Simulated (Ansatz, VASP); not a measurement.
# SnSe: VASP beside Ansatz

POSCAR

```
SnSe
1.0
    3.6820898423      0.0000000000      0.0000000000
    0.0000000000      3.6820898423      0.0000000000
    0.0000000000      0.0000000000      3.6820898423
Se Sn
1 1
Direct
    0.0000000000      0.0000000000      0.0000000000
    0.5000000000      0.5000000000      0.5000000000
```

INCAR.step1

```
  PREC = Accurate
  ENCUT = 520
  ISMEAR = 0
  SIGMA = 0.05
  LREAL = False
  LASPH = True
  NELM = 80
  NBANDS = 17
  GGA = PE
  ALGO = Normal
  EDIFF = 1E-4
  LWAVE = True
  LCHARG = False
```

INCAR.step2

```
  PREC = Accurate
  ENCUT = 520
  EDIFF = 1E-7
  ISMEAR = 0
  SIGMA = 0.05
  LREAL = False
  LASPH = True
  NELM = 80
  ALGO = Normal
  ISIF = 2
  LWAVE = False
  LCHARG = False
  METAGGA = R2SCAN
  LMIXTAU = True
  IVDW = 12
  VDW_S6 = 1.0
  VDW_S8 = 0.78981345
  VDW_A1 = 0.49484001
  VDW_A2 = 5.73083694
  NBANDS = 17
  ISTART = 1
```

File KPOINTS:

```
Automatic mesh
0
Gamma
  10 10 10
```

Input for Ansatz:

```yaml
crystal:
  lattice:
    - [3.6820898423, 0.0, 0.0]
    - [0.0, 3.6820898423, 0.0]
    - [0.0, 0.0, 3.6820898423]
  atoms:
    - { symbol: Se, position: [0.0, 0.0, 0.0] }
    - { symbol: Sn, position: [0.5, 0.5, 0.5] }
basis:
  ecutwfc: 500
  ecutrho_ratio: 4
kpoints:
  mp_grid: { grid: [10, 10, 10] }
hamiltonian:
  xc: r2scan
  dispersion: d3bj
scf:
  occupations: { method: gaussian, width: 0.05 }
output:
  forces: true
  stress: true
  eigenvalues: true
```

Alike in both runs: task single point; functional r2SCAN; dispersion D3(BJ); k mesh 10 × 10 × 10; occupations gaussian, width 0.05 eV; no spin polarisation.

```csv
,VASP,Ansatz
version,VASP 6.6.1,Ansatz 0.2.0
potentials or method,"VASP PAW PBE potentials, release 64 (Se, Sn_d), cutoff 520 eV","scalar-relativistic, plane waves, PAW"
valence electrons in the cell,20,30
```

|  | VASP | Ansatz | Ansatz less VASP |
| --- | --- | --- | --- |
| gap on the k mesh at the Fermi level (eV) | none | none | - |
| pressure (GPa) | -1.7 | -1.8 | 0.00 |

VASP's potentials were made for PBE, not for r2SCAN. A gap of «none» marks a metal or a gap that the smearing closes. VASP's potentials hold 20 valence electrons a cell and Ansatz's 30, so a difference there can come from the potentials and not from the codes. Ansatz's warnings: dispersion damping borrowed.
